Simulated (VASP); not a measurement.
Crystal: GaP.

```
Ga P
1.0
     0.00000    2.72581    2.72581
     2.72581    0.00000    2.72581
     2.72581    2.72581    0.00000
Ga P
1 1
Direct
  0.00000 0.00000 0.00000
  0.75000 0.75000 0.75000
```

```yaml
Program: VASP 6.6.1
Task: relaxation of cell and atoms
Functional: LDA
Potentials_or_basis: VASP PAW LDA potentials, release 64 (Ga_d, P)
Cutoff: 600 eV
k_mesh: 8 × 8 × 8
Occupations: gaussian, width 0.02 eV
Spin: no spin polarisation
```

At the start: pressure -2.7 GPa; volume 20.25 Å³/atom.

**Question.** How do energy, volume and symmetry change on relaxing?

**Answer.** Over 3 steps the energy falls by 5.6 meV/atom and the volume is 19.61 Å³/atom (-3.2 %); space group F-43m (No. 216, to 0.1 Å) before and after.

The path:
| step | energy change (eV) | largest force (eV/Å) | pressure (GPa) | volume (Å³) |
| --- | --- | --- | --- | --- |
| 1 | 0.0000 | 0.0000 | -2.70 | 40.51 |
| 2 | -0.0078 | 0.0000 | 1.64 | 38.54 |
| 3 | -0.0112 | 0.0000 | -0.01 | 39.22 |

Final structure:
```
Ga P
1.0
     0.00000    2.69659    2.69659
     2.69659    0.00000    2.69659
     2.69659    2.69659    0.00000
Ga P
1 1
Direct
  0.00000 0.00000 0.00000
  0.75000 0.75000 0.75000
```
